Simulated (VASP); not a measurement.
# Re (P6_3/mmc) in VASP: notebook

Re is run at these levels: RPBE+D3(BJ), PBEsol+D3(BJ), PBEsol+D4, PBE+D4; tasks: single point.

All numbers are computed with VASP 6.6.1; they aren't measurements. Logs are shortened: lines on timing, memory, paths and dates and some standing lists are left out, and cuts for length are marked.

### 1 The cell of the first run

The structure is hexagonal, space group P6_3/mmc (No. 194). The conventional cell has a = 2.677 Å, b = 2.677 Å, c = 8.654 Å, α = 90.00°, β = 90.00°, γ = 120.00°. Re (site symmetry -6m2) has 12 Re at 2.66 to 2.68 Å within 3.5 Å. Within 3.5 Å of Re (site symmetry -3m) lie 12 Re at 2.66 to 2.68 Å.

### 2 Single point, RPBE+D3(BJ)

Contents of INCAR:

```
PREC = Accurate
ENCUT = 520
EDIFF = 1E-6
ISMEAR = -1
SIGMA = 0.05
LREAL = F
LASPH = T
NELM = 100
ALGO = Normal
ISIF = 2
LWAVE = F
LCHARG = T
GGA = RP
IVDW = 12
LELF = T
LVHAR = T
NBANDS = 22
```

Contents of KPOINTS:

```
regular mesh
0
Gamma
  11 11 3
```

Contents of POSCAR:

```
Re
1.0
    2.6767778480      0.0000000000      0.0000000000
   -1.3383889240      2.3181576167      0.0000000000
    0.0000000000      0.0000000000      8.6538235621
Re
4
Direct
    0.6666666667      0.3333333333      0.7500000000
    0.0000000000      0.0000000000      0.5000000000
    0.3333333333      0.6666666667      0.2500000000
    0.0000000000      0.0000000000      0.0000000000
```

Potentials or basis: VASP PAW PBE potentials, release 64 (Re).

Command:

```sh
> cat potpaw_PBE.64/Re/POTCAR > POTCAR
> mpirun -np 1 vasp_std > vasp.out
```

OUTCAR:

```text
PREC = Accurate
   ENCUT = 520
   EDIFF = 1E-6
   ISMEAR = -1
   LREAL = F
   LASPH = T
   NELM = 100
   ISIF = 2
   GGA = RP
   IVDW = 12
 IVDW          = 12

 ion  position               nearest neighbor table
   1  0.667  0.333  0.750-   2 2.66   4 2.66   2 2.66   4 2.66   2 2.66   4 2.66
   2  0.000  0.000  0.500-   1 2.66   3 2.66   1 2.66   3 2.66   1 2.66   3 2.66
   3  0.333  0.667  0.250-   2 2.66   4 2.66   2 2.66   4 2.66   2 2.66   4 2.66
   4  0.000  0.000  0.000-   1 2.66   3 2.66   1 2.66   3 2.66   1 2.66   3 2.66

  LATTYP: Found a hexagonal cell.
 ALAT       =     2.6767778480
 C/A-ratio  =     3.2329255745

  Lattice vectors:

 A1 = (   2.6767778480,   0.0000000000,   0.0000000000)
 A2 = (  -1.3383889240,   2.3181576167,   0.0000000000)
 A3 = (   0.0000000000,   0.0000000000,   8.6538235621)

Analysis of symmetry for initial positions (statically):
=====================================================================
 Subroutine PRICEL returns:
 Original cell was already a primitive cell.

 Routine SETGRP: Setting up the symmetry group for a
 hexagonal supercell.

 Subroutine GETGRP returns: Found 24 space group operations
 (whereof 12 operations were pure point group operations)
 out of a pool of 24 trial point group operations.

The static configuration has the point symmetry D_3d.
 The point group associated with its full space group is D_6h.

Analysis of symmetry for dynamics (positions and initial velocities):
=====================================================================
 Subroutine PRICEL returns:
 Original cell was already a primitive cell.

 Routine SETGRP: Setting up the symmetry group for a
 hexagonal supercell.

 Subroutine GETGRP returns: Found 24 space group operations
 (whereof 12 operations were pure point group operations)
 out of a pool of 24 trial point group operations.

The dynamic configuration has the point symmetry D_3d.
 The point group associated with its full space group is D_6h.

 Subroutine INISYM returns: Found 24 space group operations
 (whereof 12 operations are pure point group operations),
 and found     1 'primitive' translations

----------------------------------------------------------------------------------------

                                     Primitive cell

  volume of cell :      53.6986

  direct lattice vectors                    reciprocal lattice vectors
     2.676777848  0.000000000  0.000000000     0.373583486  0.215688526  0.000000000
    -1.338388924  2.318157617  0.000000000     0.000000000  0.431377053  0.000000000
     0.000000000  0.000000000  8.653823562     0.000000000  0.000000000  0.115555857

  length of vectors
     2.676777848  2.676777848  8.653823562     0.431377053  0.431377053  0.115555857

  position of ions in fractional coordinates (direct lattice)
     0.666666667  0.333333333  0.750000000
     0.000000000  0.000000000  0.500000000
     0.333333333  0.666666667  0.250000000
     0.000000000  0.000000000  0.000000000

  ion indices of the primitive-cell ions
   primitive index   ion index
                 1           1
                 2           2
                 3           3
                 4           4

----------------------------------------------------------------------------------------

 KPOINTS: regular mesh

Automatic generation of k-mesh.
 Grid dimensions read from file:
 generate k-points for:   11   11    3

 Generating k-lattice:

  Cartesian coordinates                     Fractional coordinates (reciprocal lattice)
     0.033962135  0.019608048  0.000000000     0.090909091  0.000000000  0.000000000
     0.000000000  0.039216096  0.000000000     0.000000000  0.090909091  0.000000000
     0.000000000  0.000000000  0.038518619     0.000000000  0.000000000  0.333333333

  Length of vectors
     0.039216096  0.039216096  0.038518619

  Shift w.r.t. Gamma in fractional coordinates (k-lattice)
     0.000000000  0.000000000  0.000000000

 Subroutine IBZKPT returns following result:
 ===========================================

 Found     32 irreducible k-points:

 Following reciprocal coordinates:
            Coordinates               Weight
  0.000000  0.000000  0.000000      1.000000
  0.090909  0.000000  0.000000      6.000000
  0.181818  0.000000  0.000000      6.000000
  0.272727  0.000000  0.000000      6.000000
  0.363636 -0.000000  0.000000      6.000000
  0.454545  0.000000  0.000000      6.000000
[... 16 lines left out ...]
  0.090909  0.090909  0.333333     12.000000
  0.181818  0.090909  0.333333     24.000000
 [... further k-points ...]
   k-points           NKPTS =     32   k-points in BZ     NKDIM =     32   number of bands    NBANDS=     22
   number of dos      NEDOS =    301   number of ions     NIONS =      4
   total plane-waves  NPLWV =  25600
   dimension x,y,z NGX =    20 NGY =   20 NGZ =   64
   dimension x,y,z NGXF=    40 NGYF=   40 NGZF=  128
   ions per type =               4
[... 82 lines left out ...]
      2       1.4666      2.00000
      3       1.5551      2.00000
      4       2.1932      2.00000
      5       5.8927      2.00000
      6       6.2212      2.00000
[... 14 lines left out ...]
     21      12.0482      0.00000
     22      12.1876      0.00000

 k-point     3 :       0.1818    0.0000    0.0000
  band No.  band energies     occupation
      1       0.0415      2.00000
      2       2.2776      2.00000
      3       2.3363      2.00000
      4       3.0619      2.00000
      5       5.1194      2.00000
      6       5.5912      2.00000
[... 14 lines left out ...]
     21      12.3007      0.00000
     22      12.5003      0.00000

 k-point     4 :       0.2727    0.0000    0.0000
  band No.  band energies     occupation
      1       1.3226      2.00000
      2       2.6240      2.00000
      3       2.6863      2.00000
      4       3.5231      2.00000
      5       4.7299      2.00000
      6       4.8822      2.00000
[... 14 lines left out ...]
     21      13.0287      0.00000
     22      13.1498      0.00000

 k-point     5 :       0.3636   -0.0000    0.0000
  band No.  band energies     occupation
      1       1.9348      2.00000
      2       2.2016      2.00000
      3       2.5963      2.00000
      4       3.3774      2.00000
      5       4.2590      2.00000
      6       4.3996      2.00000
[... 14 lines left out ...]
     21      13.7359      0.00000
     22      13.7534      0.00000

 k-point     6 :       0.4545    0.0000    0.0000
  band No.  band energies     occupation
      1       1.8246      2.00000
      2       1.8377      2.00000
      3       2.4054      2.00000
      4       3.3070      2.00000
      5       3.9082      2.00000
      6       4.4696      2.00000
[... 14 lines left out ...]
     21      14.2633      0.00000
     22      14.3685      0.00000

 k-point     7 :       0.0909    0.0909    0.0000
  band No.  band energies     occupation
      1      -0.2740      2.00000
      2       2.0751      2.00000
      3       2.1522      2.00000
      4       2.8294      2.00000
      5       5.3074      2.00000
      6       5.8168      2.00000
[... 324 lines left out ...]
      6       4.8427      2.00000
[... 14 lines left out ...]
     21      12.8117      0.00000
     22      13.6648      0.00000

 k-point    21 :       0.3636   -0.0000    0.3333
  band No.  band energies     occupation
      1       2.0363      2.00000
      2       2.3602      2.00000
      3       2.6567      2.00000
      4       3.1921      2.00000
      5       3.6798      2.00000
      6       4.0601      2.00000
[... 14 lines left out ...]
     21      13.3018      0.00000
     22      13.8518      0.00000

 k-point    22 :       0.4545    0.0000    0.3333
  band No.  band energies     occupation
      1       2.0388      2.00000
      2       2.1987      2.00000
      3       2.4496      2.00000
      4       2.8853      2.00000
      5       3.4061      2.00000
      6       3.5462      2.00000
[... 14 lines left out ...]
     21      14.2400      0.00000
     22      14.7381      0.00000

 k-point    23 :       0.0909    0.0909    0.3333
  band No.  band energies     occupation
      1       0.0480      2.00000
      2       0.9404      2.00000
      3       2.8585      2.00000
      4       2.8930      2.00000
      5       5.5887      2.00000
      6       5.8386      2.00000
[... 14 lines left out ...]
     21      12.5731      0.00000
     22      13.3560      0.00000

 k-point    24 :       0.1818    0.0909    0.3333
  band No.  band energies     occupation
      1       1.1740      2.00000
      2       1.8393      2.00000
      3       3.5941      2.00000
      4       3.8356      2.00000
      5       4.6864      2.00000
      6       5.0411      2.00000
[... 14 lines left out ...]
     21      12.6989      0.00000
     22      13.5014      0.00000

 [... further k-points ...]

------------------------ aborting loop because EDIFF is reached ----------------------------------------

 Edisp (eV)  -18.89643

 E6    (eV) :    -5.2141

 E8    (eV) :   -13.6823

  FORCE on cell =-STRESS in cart. coord.  units (eV):
  Direction    XX          YY          ZZ          XY          YZ          ZX
  --------------------------------------------------------------------------------------
  -------------------------------------------------------------------------------------
  Total       0.11478     0.11478     0.11023    -0.00000    -0.00000     0.00000
  in kB       3.42451     3.42451     3.28881    -0.00000    -0.00000     0.00000
  external pressure =        3.38 kB  Pullay stress =        0.00 kB

 VOLUME and BASIS-vectors are now :
 -----------------------------------------------------------------------------
  energy-cutoff  :      520.00
  volume of cell :       53.70
      direct lattice vectors                 reciprocal lattice vectors
     2.676777848  0.000000000  0.000000000     0.373583486  0.215688526  0.000000000
    -1.338388924  2.318157617  0.000000000     0.000000000  0.431377053  0.000000000
     0.000000000  0.000000000  8.653823562     0.000000000  0.000000000  0.115555857

 POSITION                                       TOTAL-FORCE (eV/Angst)
 -----------------------------------------------------------------------------------
      1.33839      0.77272      6.49037         0.000000     -0.000000      0.000000
      0.00000      0.00000      4.32691        -0.000000      0.000000      0.000000
     -0.00000      1.54544      2.16346         0.000000      0.000000     -0.000000
      0.00000      0.00000      0.00000        -0.000000      0.000000      0.000000
 -----------------------------------------------------------------------------------
    total drift:                                0.000000     -0.000000      0.000000

  FREE ENERGIE OF THE ION-ELECTRON SYSTEM (eV)
  ---------------------------------------------------
  free  energy   TOTEN  =       -65.1729081449 eV

  energy  without entropy=      -65.1513179930  energy(sigma->0) =      -65.16211307
```

It took 29 s on 1 thread of Intel Xeon Platinum 8559C (Emerald Rapids), shared host; peak memory 0.18 GiB.

Results:

| Item | Value |
| --- | --- |
| Free energy | -65.1729 eV |
| Pressure | 0.3 GPa |
| Band gap on the k mesh | zero (band 14 reaches 10.56 eV, above the bottom of band 15 at 7.71 eV) |
| Dispersion energy per atom | -4.724 eV |

Levels at points of the mesh, in eV from the Fermi level:
| k point | band 10 | band 11 | band 12 | band 13 | band 14 | band 15 | band 16 | band 17 | band 18 | band 19 |
| --- | --- | --- | --- | --- | --- | --- | --- | --- | --- | --- |
| (0.00, 0.00, 0.00) | -2.21 | -1.92 | -1.44 | -1.44 | -1.31 | -1.31 | 0.70 | 0.70 | 0.70 | 1.69 |

Caveat: the PAW data sets were made with another functional, which shifts forces and pressure a little; spin-orbit coupling is left out, which moves the levels of the heavy elements; pairwise dispersion overbinds metals, which lowers pressure and volume.

### 3 Single point, PBEsol+D3(BJ)

This run uses another cell than the first one, of 14.26 Å³/atom, 1.062 times its volume.

Edit INCAR of step 2 so:

```diff
@@ -11,7 +11,5 @@
 LWAVE = F
-LCHARG = T
-GGA = RP
+LCHARG = F
+GGA = PS
 IVDW = 12
-LELF = T
-LVHAR = T
 NBANDS = 22
```

KPOINTS is that of step 2.

Contents of POSCAR:

```
Re
1.0
    2.7315404359      0.0000000000      0.0000000000
   -1.3657702179      2.3655834090      0.0000000000
    0.0000000000      0.0000000000      8.8295833801
Re
4
Direct
    0.6666666667      0.3333333333      0.7500000000
    0.0000000000      0.0000000000      0.5000000000
    0.3333333333      0.6666666667      0.2500000000
    0.0000000000      0.0000000000      0.0000000000
```

Potentials or basis: VASP PAW PBE potentials, release 64 (Re).

Command:

```sh
> cat potpaw_PBE.64/Re/POTCAR > POTCAR
> mpirun -np 1 vasp_std > vasp.out
```

Run time: 29 s. Hardware: 1 thread of Intel Xeon Platinum 8559C (Emerald Rapids), shared host; peak memory 0.19 GiB.

The run converged. Its results:

| Property | Result |
| --- | --- |
| Free energy | -56.2868 eV |
| Pressure | 0.3 GPa |
| Band gap on the k mesh | zero (band 14 reaches 9.38 eV, above the bottom of band 15 at 6.81 eV) |
| Dispersion energy per atom | -0.708 eV |

Levels at points of the mesh, in eV from the Fermi level:
```csv
k point,band 10,band 11,band 12,band 13,band 14,band 15,band 16,band 17,band 18,band 19
"(0.00, 0.00, 0.00)",-2.00,-1.73,-1.29,-1.29,-1.17,-1.17,0.57,0.67,0.67,1.58
```

Caveat: the PAW data sets were made with another functional, which shifts forces and pressure a little; spin-orbit coupling is left out, which moves the levels of the heavy elements; pairwise dispersion overbinds metals, which lowers pressure and volume.

### 4 Single point, PBEsol+D4

This run uses another cell than the first one, of 14.39 Å³/atom, 1.072 times its volume.

Contents of INCAR:

```
SYSTEM = Re
PREC = Accurate
ENCUT = 520
EDIFF = 1E-6
ISMEAR = -1
SIGMA = 0.05
LREAL = .False.
LASPH = .True.
NELM = 60
ALGO = Normal
ISIF = 2
LWAVE = .False.
LCHARG = .True.
GGA = PS
IVDW = 13
LELF = .True.
LVHAR = .True.
NBANDS = 22
```

Contents of KPOINTS:

```
regular mesh
0
Gamma
  11 11 3
  0 0 0
```

Contents of POSCAR:

```
Re
1.0
    2.7397700052      0.0000000000      0.0000000000
   -1.3698850026      2.3727104250      0.0000000000
    0.0000000000      0.0000000000      8.8568612072
Re
4
Direct
    0.6666666667      0.3333333333      0.7500000000
    0.0000000000      0.0000000000      0.5000000000
    0.3333333333      0.6666666667      0.2500000000
    0.0000000000      0.0000000000      0.0000000000
```

Command:

```sh
> cat potpaw_PBE.64/Re/POTCAR > POTCAR
> mpirun -np 1 vasp_std > vasp.out
```

It took 34 s on 1 thread of Intel Xeon Platinum 8559C (Emerald Rapids), shared host; peak memory 0.18 GiB.

Results (log left out):

| Item | Value |
| --- | --- |
| Free energy | -55.1546 eV |
| Pressure | 0.2 GPa |
| Band gap on the k mesh | zero (band 14 reaches 9.24 eV, above the bottom of band 15 at 6.71 eV) |
| Dispersion energy per atom | -0.420 eV |

Levels at points of the mesh, in eV from the Fermi level:
```
           k point  band 12  band 13  band 14  band 15  band 16  band 17
(0.00, 0.00, 0.00)    -1.27    -1.27    -1.16    -1.16     0.55     0.66
```

Caveat: the PAW data sets were made with another functional, which shifts forces and pressure a little; spin-orbit coupling is left out, which moves the levels of the heavy elements; pairwise dispersion overbinds metals, which lowers pressure and volume.

### 5 Single point, PBE+D4

This run uses another cell than the first one, of 14.66 Å³/atom, 1.092 times its volume.

Contents of INCAR:

```
  ALGO = Normal
  EDIFF = 1E-6
  ENCUT = 520
  GGA = PE
  ISIF = 2
  ISMEAR = -1
  IVDW = 13
  LASPH = T
  LCHARG = F
  LREAL = F
  LWAVE = F
  NBANDS = 22
  NELM = 100
  PREC = Accurate
  SIGMA = 0.05
```

Contents of KPOINTS:

```
k-points
0
Gamma
  11 11 3
```

Contents of POSCAR:

```
Re
1.0
    2.7564010370      0.0000000000      0.0000000000
   -1.3782005185      2.3871133210      0.0000000000
    0.0000000000      0.0000000000      8.9145450421
Re
4
Direct
    0.6666666667      0.3333333333      0.7500000000
    0.0000000000      0.0000000000      0.5000000000
    0.3333333333      0.6666666667      0.2500000000
    0.0000000000      0.0000000000      0.0000000000
```

Command:

```sh
> cat potpaw_PBE.64/Re/POTCAR > POTCAR
> mpirun -np 1 vasp_std > vasp.out
```

It took 34 s on 1 thread of Intel Xeon Platinum 8559C (Emerald Rapids), shared host; peak memory 0.2 GiB.

It converged, with:

```
Free energy                : -52.5277 eV
Pressure                   : -0.4 GPa
Band gap on the k mesh     : zero (band 14 reaches 9.14 eV, above the bottom of band 15 at 6.69 eV)
Dispersion energy per atom : -0.710 eV
```

Levels at points of the mesh, in eV from the Fermi level:
| k point | band 10 | band 11 | band 12 | band 13 | band 14 | band 15 | band 16 | band 17 | band 18 | band 19 |
| --- | --- | --- | --- | --- | --- | --- | --- | --- | --- | --- |
| (0.00, 0.00, 0.00) | -1.91 | -1.66 | -1.23 | -1.23 | -1.12 | -1.12 | 0.51 | 0.65 | 0.65 | 1.53 |

Caveat: spin-orbit coupling is left out, which moves the levels of the heavy elements; pairwise dispersion overbinds metals, which lowers pressure and volume.

### 6 Summary

| level | cell | gap on the mesh (eV) | pressure (GPa) |
| --- | --- | --- | --- |
| RPBE+D3(BJ) | a = 2.677, b = 2.677, c = 8.654 Å, angles 90.0, 90.0, 120.0°, 4 atoms | none | 0.3 |
| PBEsol+D3(BJ) | a = 2.732, b = 2.732, c = 8.830 Å, angles 90.0, 90.0, 120.0°, 4 atoms | none | 0.3 |
| PBEsol+D4 | a = 2.740, b = 2.740, c = 8.857 Å, angles 90.0, 90.0, 120.0°, 4 atoms | none | 0.2 |
| PBE+D4 | a = 2.756, b = 2.756, c = 8.915 Å, angles 90.0, 90.0, 120.0°, 4 atoms | none | -0.4 |

Alike in all rows: task single point; potentials or basis VASP PAW PBE potentials, release 64 (Re); no spin polarisation; k mesh 11 × 11 × 3; cutoff (eV) 520; smearing fermi-dirac 0.05 eV.

Caveats: spin-orbit coupling is left out, which moves the levels of the heavy elements; pairwise dispersion overbinds metals, which lowers pressure and volume; the PAW data sets were made with another functional, which shifts forces and pressure a little (some runs).

Total energies depend on the potentials used, so only differences within one code and one set of settings carry meaning.
